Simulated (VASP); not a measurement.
# NaSi16C16 (a cell with a defect) in VASP: further runs, part 2 of 2

VASP 6.6.1. The steps go on from the part before.

### 4 Single point, PBE

File INCAR:

```
SYSTEM = NaSi16C16
PREC     = Accurate       ! precision mode
ENCUT    = 520            ! plane-wave cutoff, eV
EDIFF    = 1E-6           ! SCF threshold, eV
ISMEAR   = -1             ! smearing method
SIGMA    = 0.01           ! smearing width, eV
LREAL    = Auto         
LASPH    = .TRUE.         ! aspherical terms in the spheres
NELM     = 120            ! most SCF steps
ALGO     = Normal         ! electronic algorithm
ISIF     = 2              ! what is computed and relaxed
LWAVE    = .FALSE.        ! write WAVECAR
LCHARG   = .FALSE.        ! write CHGCAR
GGA      = PE             ! functional
NBANDS   = 90             ! bands
NELECT   = 134.0        
GGA_COMPAT= .FALSE.      
ISYM     = -1
```

File KPOINTS:

```
explicit points
1
Reciprocal
  0.25000000   0.25000000   0.25000000 1
```

File POSCAR:

```
NaSi16C16
1.0
    6.1879230300      0.0000000600      0.0000000000
   -3.0939615600      5.3588985100      0.0000000000
    0.0000000000      0.0000000000     10.1287833600
Si C Na
16 16 1
Direct
    0.3257623917      0.1623247723      0.9404693201
    0.1677044995      0.3418693201      0.4341744555
    0.0158156889      0.0091378851      0.6608151011
   -0.0032740046      0.0020076887      0.1971372009
    0.3349227169      0.6677280738      0.9379365381
    0.1679946528      0.8335892127      0.4342167113
    0.0070906478      0.5036204725      0.6813031491
   -0.0006865235      0.5032343858      0.1966814699
    0.8378904136      0.1949469556      0.9537173081
    0.6637804637      0.3353746963      0.4378277077
    0.4995271168      0.0044277700      0.6861440069
    0.4957020309      0.0013739708      0.1896542686
    0.8318271698      0.6370113081      0.9550510319
    0.6568145105      0.8320347833      0.4355604067
    0.4979260724      0.4940268910      0.6854378017
    0.4950106084      0.5009430511      0.1904123063
    0.3258457927      0.1608642110      0.7486865629
    0.1647062182      0.3384842961      0.2512920762
   -0.0011117877      0.0021491357      0.4840275308
    0.0005960043      0.0014909780      0.0140906361
    0.3390141453      0.6686109045      0.7506508659
    0.1650028599      0.8363177585      0.2509660746
    0.0005416932      0.5030307991      0.4971989054
    0.0153090743      0.5088917049      0.0122386861
    0.8407029882      0.1847638927      0.7422125376
    0.6619274985      0.3357751517      0.2508340745
    0.4977096328      0.0018115607      0.5004920946
    0.4979447939      0.0018975859      0.0022045096
    0.8339284091      0.6473434687      0.7417335067
    0.6582164065      0.8339739878      0.2505415418
    0.4972907383      0.5005058344      0.4998819523
    0.4957848872      0.4968205622      0.0032424427
   -0.1986935276     -0.1019409095      0.8407012666
```

Potentials or basis: VASP PAW PBE potentials, release 64 (Si, C, Na_pv).

Run with:

```bash
cat potpaw_PBE.64/Si/POTCAR potpaw_PBE.64/C/POTCAR potpaw_PBE.64/Na_pv/POTCAR > POTCAR
mpirun -np 1 vasp_std > vasp.out
```

OUTCAR:

```text
SYSTEM = NaSi16C16
   PREC = Accurate
   ENCUT = 520
   EDIFF = 1E-6
   ISMEAR = -1
   LREAL = Auto
   LASPH = .TRUE.
   NELM = 120
   ISIF = 2
   GGA = PE
   NELECT = 134.0
   ISYM = -1

 ion  position               nearest neighbor table
   1  0.326  0.162  0.940-  28 1.89  20 1.90  32 1.90  17 1.94  13 3.04   9 3.08  12 3.08   5 3.09
                             5 3.10  16 3.11   9 3.13  11 3.13  15 3.14   4 3.14
   2  0.168  0.342  0.434-  18 1.85  23 1.87  31 1.89  19 1.89   3 2.91   8 2.98   4 3.01  16 3.03
                            14 3.03   7 3.04   6 3.04  10 3.09  10 3.10  15 3.10   6 3.15
   3  0.016  0.009  0.661-  19 1.79  17 1.88  25 2.05  29 2.10  33 2.15   6 2.89   2 2.91  14 2.98
                            15 3.00  11 3.02   7 3.09   7 3.11
[... 308 lines left out ...]
  external PRESSURE =      34.6283238 kB  Pullay stress =       0.0000000 kB

 VOLUME and BASIS-vectors are now :
 -----------------------------------------------------------------------------
  energy-cutoff  :      520.00
  volume of cell :      335.88
      direct lattice vectors                 reciprocal lattice vectors
     6.187923030  0.000000060  0.000000000     0.161605112  0.093302757  0.000000000
    -3.093961560  5.358898510  0.000000000    -0.000000002  0.186605511  0.000000000
     0.000000000  0.000000000 10.128783360     0.000000000  0.000000000  0.098728541

 POSITION                                       TOTAL-FORCE (eV/Angst)
 -----------------------------------------------------------------------------------
      1.51357      0.86988      9.52581        -0.172220     -0.124373     -0.330474
     -0.01999      1.83204      4.39766         0.052474     -0.084404      0.028718
      0.06959      0.04897      6.69325         0.293166      0.171947      0.647153
      6.16145      0.01076      1.99676         0.046834      0.014309     -0.266333
      0.00655      3.57829      9.50016         0.054471      0.022177      0.083281
     -1.53955      4.46712      4.39809        -0.042398      0.084989      0.023926
[... 25 lines left out ...]
      1.53073      2.66241      0.03284         0.196779      0.045816     -0.137902
      2.17986      4.81261      8.51528        -3.693162     -2.016189      0.141442
 -----------------------------------------------------------------------------------
    total drift:                                0.039683     -0.032161     -0.032592

  FREE ENERGIE OF THE ION-ELECTRON SYSTEM (eV)
  ---------------------------------------------------
  free  energy   TOTEN  =      -249.3013518894 eV

  energy  without entropy=     -249.3013518894  energy(sigma->0) =     -249.30135189
```

OSZICAR:

```text
N       E                     dE             d eps       ncg     rms          rms(c)
DAV:   1     0.551094665924E+03    0.55109E+03   -0.60878E+04   180   0.139E+03
DAV:   2    -0.206348425076E+03   -0.75744E+03   -0.71132E+03   212   0.275E+02
DAV:   3    -0.274136939900E+03   -0.67789E+02   -0.66703E+02   214   0.876E+01
DAV:   4    -0.276799174921E+03   -0.26622E+01   -0.26458E+01   224   0.181E+01
DAV:   5    -0.276890281527E+03   -0.91107E-01   -0.91028E-01   240   0.337E+00    0.346E+01
DAV:   6    -0.250056677840E+03    0.26834E+02   -0.85705E+01   208   0.225E+01    0.155E+01
DAV:   7    -0.249456665272E+03    0.60001E+00   -0.81828E+00   248   0.786E+00    0.676E+00
DAV:   8    -0.249314295428E+03    0.14237E+00   -0.58747E-01   208   0.224E+00    0.203E+00
DAV:   9    -0.249299057038E+03    0.15238E-01   -0.81750E-02   232   0.100E+00    0.353E-01
DAV:  10    -0.249300854648E+03   -0.17976E-02   -0.15435E-02   208   0.381E-01    0.232E-01
DAV:  11    -0.249301139487E+03   -0.28484E-03   -0.14577E-03   216   0.135E-01    0.116E-01
DAV:  12    -0.249301333157E+03   -0.19367E-03   -0.43515E-04   208   0.740E-02    0.327E-02
DAV:  13    -0.249301350135E+03   -0.16978E-04   -0.78823E-05   240   0.313E-02    0.112E-02
DAV:  14    -0.249301351300E+03   -0.11651E-05   -0.88857E-06   208   0.105E-02    0.509E-03
DAV:  15    -0.249301351889E+03   -0.58937E-06   -0.16105E-06   120   0.472E-03
   1 F= -.24930135E+03 E0= -.24930135E+03  d E =-.285983E-11
```

It took 42 s on 1 thread of Intel Xeon 6975P-C (Granite Rapids), shared host; peak memory 0.4 GiB.

What came out:

- Free energy: -249.3014 eV
- Largest force: 4.210 eV/Å

Forces on the atoms (eV/Å):
```
Si  -0.172 -0.124 -0.330
Si   0.052 -0.084  0.029
Si   0.293  0.172  0.647
Si   0.047  0.014 -0.266
Si   0.054  0.022  0.083
Si  -0.042  0.085  0.024
Si   0.203  0.132 -0.158
Si   0.058  0.029  0.129
Si   0.246  0.434  0.069
Si   0.033  0.017 -0.012
Si   0.075  0.150 -0.053
Si   0.041  0.028 -0.058
Si   0.497  0.015  0.049
Si   0.111  0.062  0.051
Si   0.178 -0.018 -0.047
Si   0.049  0.016 -0.069
C    0.099  0.052  0.128
C    0.063 -0.046 -0.016
C    0.046  0.012  0.413
C    0.125  0.043 -0.432
C    0.175  0.102  0.002
C    0.006  0.068 -0.012
C    0.080  0.034 -0.081
C    0.231  0.139  0.198
C    0.206  0.411 -0.074
C    0.038  0.016 -0.011
C    0.045  0.019 -0.012
C    0.119  0.123 -0.109
C    0.428 -0.005 -0.065
C    0.072  0.038 -0.021
C    0.040  0.015 -0.001
C    0.197  0.046 -0.138
Na  -3.693 -2.016  0.141
```

Levels at points of the mesh, in eV from the Fermi level:
| k point | band 63 | band 64 | band 65 | band 66 | band 67 | band 68 | band 69 | band 70 | band 71 | band 72 |
| --- | --- | --- | --- | --- | --- | --- | --- | --- | --- | --- |
| (0.25, 0.25, 0.25) | -1.06 | -0.84 | -0.78 | -0.57 | -0.26 | 3.64 | 3.83 | 4.13 | 4.25 | 4.39 |

Caveat: the cell carries a net charge on a neutralising background, which shifts energy and pressure; the cell is charged against a uniform background, so pressure and absolute levels hang on convention.
